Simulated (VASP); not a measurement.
# MnO (P6_3mc) in VASP: single point with PBE

Aim: the single point of MnO with PBE.

All numbers are computed with VASP 6.6.1; they aren't measurements. Logs are shortened: lines on timing, memory, paths and dates and some standing lists are left out, and cuts for length are marked.

### 1 The cell of the first run

Symmetry: P6_3mc, No. 186, hexagonal system. Conventional cell: a = 3.372 Å, b = 3.372 Å, c = 5.385 Å, α = 90.00°, β = 90.00°, γ = 120.00°. Within 2.6 Å of Mn (site symmetry 3m) lie 4 O at 1.96 to 2.08 Å. O (site symmetry 3m) has 4 Mn at 1.96 to 2.08 Å within 2.6 Å.

### 2 Single point, PBE, collinear spin, ferromagnetic start

The input, INCAR:

```
PREC     = Accurate       # precision mode
ENCUT    = 520            # plane-wave cutoff, eV
EDIFF    = 1E-7           # SCF threshold, eV
ISMEAR   = -1             # smearing method
SIGMA    = 0.05           # smearing width, eV
LREAL    = F              # projectors in reciprocal space
LASPH    = T              # aspherical terms in the spheres
NELM     = 150            # most SCF steps
ALGO     = Normal         # electronic algorithm
ISIF     = 2              # what is computed and relaxed
LWAVE    = F              # write WAVECAR
LCHARG   = F              # write CHGCAR
ISPIN    = 2              # spin polarisation
MAGMOM   = 5.5 5.5 0 0    # initial moments
LORBIT   = 11             # projections on sites
LMAXMIX  = 4              # l up to which the mixer works
GGA      = PE             # functional
NBANDS   = 31             # bands
```

The input, KPOINTS:

```
regular mesh
0
Gamma
  9 9 5
```

The input, POSCAR:

```
MnO
1.0
    3.3717001900      0.0000000000      0.0000000000
   -1.6858500900      2.9199780200      0.0000000000
    0.0000000000      0.0000000000      5.3854988200
Mn O
2 2
Direct
    0.3333333333      0.6666666667      0.0109600000
    0.6666666667      0.3333333333      0.5109600000
    0.3333333333      0.6666666667      0.3754700000
    0.6666666667      0.3333333333      0.8754700000
```

Potentials or basis: VASP PAW PBE potentials, release 64 (Mn_pv, O).

Launch:

```console
cat potpaw_PBE.64/Mn_pv/POTCAR potpaw_PBE.64/O/POTCAR > POTCAR
mpirun -np 1 vasp_std > vasp.out
```

OUTCAR:

```text
PREC = Accurate
   ENCUT = 520
   EDIFF = 1E-7
   ISMEAR = -1
   LREAL = F
   LASPH = T
   NELM = 150
   ISIF = 2
   ISPIN = 2
   LORBIT = 11
   GGA = PE

 ion  position               nearest neighbor table
   1  0.333  0.667  0.011-   3 1.96   4 2.08   4 2.08   4 2.08
   2  0.667  0.333  0.511-   4 1.96   3 2.08   3 2.08   3 2.08
   3  0.333  0.667  0.375-   1 1.96   2 2.08   2 2.08   2 2.08
   4  0.667  0.333  0.875-   2 1.96   1 2.08   1 2.08   1 2.08

  LATTYP: Found a hexagonal cell.
 ALAT       =     3.3717001900
 C/A-ratio  =     1.5972650344

  Lattice vectors:

 A1 = (   3.3717001900,   0.0000000000,   0.0000000000)
 A2 = (  -1.6858500900,   2.9199780200,   0.0000000000)
 A3 = (   0.0000000000,   0.0000000000,   5.3854988200)

Analysis of symmetry for initial positions (statically):
=====================================================================
 Subroutine PRICEL returns:
 Original cell was already a primitive cell.

 Routine SETGRP: Setting up the symmetry group for a
 hexagonal supercell.

 Subroutine GETGRP returns: Found 12 space group operations
 (whereof  6 operations were pure point group operations)
 out of a pool of 24 trial point group operations.

The static configuration has the point symmetry C_3v.
 The point group associated with its full space group is C_6v.

Analysis of symmetry for dynamics (positions and initial velocities):
=====================================================================
 Subroutine PRICEL returns:
 Original cell was already a primitive cell.

 Routine SETGRP: Setting up the symmetry group for a
 hexagonal supercell.

 Subroutine GETGRP returns: Found 12 space group operations
 (whereof  6 operations were pure point group operations)
 out of a pool of 24 trial point group operations.

The dynamic configuration has the point symmetry C_3v.
 The point group associated with its full space group is C_6v.

Analysis of structural, dynamic, and magnetic symmetry:
=====================================================================
 Subroutine PRICEL returns:
 Original cell was already a primitive cell.

 Routine SETGRP: Setting up the symmetry group for a
 hexagonal supercell.

 Subroutine GETGRP returns: Found 12 space group operations
 (whereof  6 operations were pure point group operations)
 out of a pool of 24 trial point group operations.

The overall configuration has the point symmetry C_3v.
 The point group associated with its full space group is C_6v.

 Subroutine INISYM returns: Found 12 space group operations
 (whereof  6 operations are pure point group operations),
 and found     1 'primitive' translations

----------------------------------------------------------------------------------------

                                     Primitive cell

  volume of cell :      53.0218

  direct lattice vectors                    reciprocal lattice vectors
     3.371700190  0.000000000  0.000000000     0.296586275  0.171234165  0.000000000
    -1.685850090  2.919978020  0.000000000     0.000000000  0.342468331  0.000000000
     0.000000000  0.000000000  5.385498820     0.000000000  0.000000000  0.185683821

  length of vectors
     3.371700190  3.371700189  5.385498820     0.342468331  0.342468331  0.185683821

  position of ions in fractional coordinates (direct lattice)
     0.333333333  0.666666667  0.010960000
     0.666666667  0.333333333  0.510960000
     0.333333333  0.666666667  0.375470000
     0.666666667  0.333333333  0.875470000

  ion indices of the primitive-cell ions
   primitive index   ion index
                 1           1
                 2           2
                 3           3
                 4           4

----------------------------------------------------------------------------------------

 KPOINTS: regular mesh

Automatic generation of k-mesh.
 Grid dimensions read from file:
 generate k-points for:    9    9    5

 Generating k-lattice:

  Cartesian coordinates                     Fractional coordinates (reciprocal lattice)
     0.032954031  0.019026018  0.000000000     0.111111111 -0.000000000  0.000000000
     0.000000000  0.038052037  0.000000000     0.000000000  0.111111111  0.000000000
     0.000000000  0.000000000  0.037136764     0.000000000  0.000000000  0.200000000

  Length of vectors
     0.038052037  0.038052037  0.037136764

  Shift w.r.t. Gamma in fractional coordinates (k-lattice)
     0.000000000  0.000000000  0.000000000

 Subroutine IBZKPT returns following result:
 ===========================================

 Found     36 irreducible k-points:

 Following reciprocal coordinates:
            Coordinates               Weight
  0.000000  0.000000  0.000000      1.000000
  0.111111 -0.000000  0.000000      6.000000
  0.222222 -0.000000  0.000000      6.000000
  0.333333  0.000000  0.000000      6.000000
  0.444444 -0.000000  0.000000      6.000000
  0.111111  0.111111  0.000000      6.000000
[... 16 lines left out ...]
  0.333333  0.222222  0.200000     24.000000
  0.333333  0.333333  0.200000      4.000000
 [... further k-points ...]
   k-points           NKPTS =     36   k-points in BZ     NKDIM =     36   number of bands    NBANDS=     31
   number of dos      NEDOS =    301   number of ions     NIONS =      4
   total plane-waves  NPLWV =  31360
   dimension x,y,z NGX =    28 NGY =   28 NGZ =   40
   dimension x,y,z NGXF=    56 NGYF=   56 NGZF=   80
   ions per type =               2   2
   NGX,Y,Z   is equivalent  to a cutoff of  13.81, 13.81, 12.35 a.u.
   NGXF,Y,Z  is equivalent  to a cutoff of  27.61, 27.61, 24.70 a.u.
 SYSTEM =  unknown system
   PREC   = accura    normal or accurate (medium, high low for compatibility)
   ISTART =      0    job   : 0-new  1-cont  2-samecut
   ICHARG =      2    charge: 1-file 2-atom 10-const
   ISPIN  =      2    spin polarized calculation?
   LNONCOLLINEAR =      F non collinear calculations
   LSORBIT =      F    spin-orbit coupling
   LASPH  =      T    aspherical Exc in radial PAW
   ENCUT  =  520.0 eV  38.22 Ry    6.18 a.u.   6.27  6.27 10.01*2*pi/ulx,y,z
   NELM   =    150;   NELMIN=  2; NELMDL= -5     # of ELM steps
   EDIFF  = 0.1E-06   stopping-criterion for ELM
   LREAL  =      F    real-space projection
   EDIFFG = 0.1E-05   stopping-criterion for IOM
   NSW    =      0    number of steps for IOM
   IBRION =     -1    ionic relax: 0-MD 1-quasi-New 2-CG
   NFREE  =      0    steps in history (QN), initial steepest desc. (CG)
   ISIF   =      2    stress and relaxation
   ISYM   =      2    0-nonsym 1-usesym 2-fastsym
   POTIM  = 0.5000    time-step for ionic-motion
   TEBEG  =    0.0;   TEEND  =   0.0 temperature during run
   PSTRESS=    0.0 pullay stress
   NELECT =      38.0000    total number of electrons
   NUPDOWN=      -1.0000    fix difference up-down
   EMIN   =  10.00;   EMAX   =-10.00  energy-range for DOS
   EFERMI =   0.00;   METHOD = LEGACY
   ISMEAR =    -1;   SIGMA  =   0.05  broadening in eV -4-tet -1-fermi 0-gaus
   EFERMI_NEDOS =   21; number of points for ismear=-14 and -15
   IALGO  =     38    algorithm
   IMIX   =      4    mixing-type and parameters
     AMIX     =   0.40;   BMIX     =  1.00
     AMIX_MAG =   1.60;   BMIX_MAG =  1.00
  volume/ion in A,a.u.               =      13.26        89.45
  Fermi-wavevector in a.u.,A,eV,Ry     =   1.465046  2.768535 29.202990  2.146359
  Thomas-Fermi vector in A             =   2.580949
   LORBIT       =     11    0 simple, 1 ext, 2 COOP (PROOUT), +10 PAW based schemes
   GGA     = PE    functional components
   LHFCALC =     F    Hartree Fock is set to
   AEXX    =    0.0000 exact exchange contribution
   IVDW    =     0    specifies the selected vdW correction
   LEPSILON=     F    determine dielectric tensor
   LRPA    =     F    only Hartree local field effects (RPA)
 spin polarized calculation
  energy-cutoff  :      520.00
  volume of cell :       53.02
 maximum number of plane-waves:      1442
 NGX is ok and might be reduce to    28
   NGX = 13   NGY = 13   NGZ = 21

 number of electron      38.0000000 magnetization      10.0005622

 number of electron      38.0000000 magnetization       9.9930242

 Free energy of the ion-electron system (eV)
  ---------------------------------------------------
  ext. energy  EPLUGINS =         0.00000000
  ---------------------------------------------------
  free energy    TOTEN  =       -32.77691292 eV

  energy without entropy =      -32.77436981  energy(sigma->0) =      -32.77564136

 E-fermi :   5.9065     XC(G=0): -10.5831

 val. band max:        5.8855869046   @ k =   0.0000   0.0000   0.0000
 cond. band min:       5.9552002106   @ k =   0.1111  -0.0000   0.0000
 fundamental gap:      0.0696133059
 Fermi energy:         5.9065378117

 spin component 1

 k-point     1 :       0.0000    0.0000    0.0000
  band No.  band energies     occupation
      1     -44.7185      1.00000
      2     -44.7185      1.00000
      3     -44.7155      1.00000
      4     -44.7126      1.00000
      5     -44.7126      1.00000
      6     -44.6785      1.00000
[... 23 lines left out ...]
     30      18.1544      0.00000
     31      18.4876      0.00000
[... 751 lines left out ...]
      1     -44.7343      1.00000
      2     -44.7343      1.00000
      3     -44.7336      1.00000
      4     -44.7256      1.00000
      5     -44.6928      1.00000
      6     -44.6928      1.00000
[... 23 lines left out ...]
     30      14.5197      0.00000
     31      16.4000      0.00000

 [... further k-points ...]

 spin component 2

 k-point     1 :       0.0000    0.0000    0.0000
  band No.  band energies     occupation
      1     -40.0101      1.00000
      2     -39.9845      1.00000
      3     -39.9845      1.00000
      4     -39.9768      1.00000
      5     -39.9768      1.00000
      6     -39.9598      1.00000
[... 23 lines left out ...]
     30      19.1418      0.00000
     31      19.9867      0.00000
[... 751 lines left out ...]
      1     -40.0084      1.00000
      2     -40.0084      1.00000
      3     -40.0041      1.00000
      4     -39.9935      1.00000
      5     -39.9773      1.00000
      6     -39.9773      1.00000
[... 23 lines left out ...]
     30      16.3376      0.00000
     31      17.3652      0.00000

 [... further k-points ...]
[... 5 lines left out ...]
  --------------------------------------------------------------------------------------
  -------------------------------------------------------------------------------------
  Total        1.2422604      1.2422604      3.9958759      0.0000000      0.0000000      0.0000000
  in kB       37.5377955     37.5377955    120.7447070      0.0000001      0.0000000      0.0000000
  external PRESSURE =      65.2734327 kB  Pullay stress =       0.0000000 kB

 VOLUME and BASIS-vectors are now :
 -----------------------------------------------------------------------------
  energy-cutoff  :      520.00
  volume of cell :       53.02
      direct lattice vectors                 reciprocal lattice vectors
     3.371700190  0.000000000  0.000000000     0.296586275  0.171234165  0.000000000
    -1.685850090  2.919978020  0.000000000     0.000000000  0.342468331  0.000000000
     0.000000000  0.000000000  5.385498820     0.000000000  0.000000000  0.185683821

 POSITION                                       TOTAL-FORCE (eV/Angst)
 -----------------------------------------------------------------------------------
      0.00000      1.94665      0.05903        -0.000000     -0.000000     -0.662733
      1.68585      0.97333      2.75177         0.000000      0.000000     -0.662733
      0.00000      1.94665      2.02209        -0.000000      0.000000      0.662733
      1.68585      0.97333      4.71484        -0.000000      0.000000      0.662733
 -----------------------------------------------------------------------------------
    total drift:                               -0.000000     -0.000000      0.001358

  FREE ENERGIE OF THE ION-ELECTRON SYSTEM (eV)
  ---------------------------------------------------
  free  energy   TOTEN  =       -32.7769129184 eV

  energy  without entropy=      -32.7743698113  energy(sigma->0) =      -32.77564136

 total charge

# of ion       s       p       d       tot
------------------------------------------
    1        0.241   6.230   4.957  11.428
    2        0.241   6.230   4.957  11.428
    3        1.555   3.463   0.000   5.018
    4        1.555   3.463   0.000   5.018
--------------------------------------------------
tot          3.593  19.386   9.914  32.893

 magnetization (x)

# of ion       s       p       d       tot
------------------------------------------
    1        0.038   0.063   4.312   4.413
    2        0.038   0.063   4.312   4.413
    3        0.020   0.185   0.000   0.205
    4        0.020   0.185   0.000   0.205
--------------------------------------------------
tot          0.115   0.496   8.625   9.235
```

It took 3.7 min on 1 thread of Intel Xeon 8259CL, shared host; peak memory 0.24 GiB.

What came out:

```
Free energy                                           : -32.7769 eV
Pressure                                              : 6.5 GPa
Largest force                                         : 0.663 eV/Å
Band gap on the k mesh                                : zero (filled and empty bands overlap)
Net moment                                            : 9.99 μB per cell
Site moments                                          : Mn +4.41; O +0.20 μB
Valence electrons inside the program's atomic spheres : Mn 11.43; O 5.02
```

Forces on the atoms (eV/Å):
```
Mn   0.000  0.000 -0.663
Mn   0.000  0.000 -0.663
O    0.000  0.000  0.663
O    0.000  0.000  0.663
```

Caveat: the stress differs along the axes, from 4 to 12 GPa; semilocal functionals often make such compounds metallic where correlation or magnetic order opens a gap, which also shifts bond lengths; the run started ferromagnetic, and an antiferromagnetic order may lie lower in energy. With open d or f shells a metallic result of PBE can be an artefact of self-interaction; +U or a hybrid may open a gap.

The gap in the log of VASP goes by the Fermi energy; the results here count the filled bands.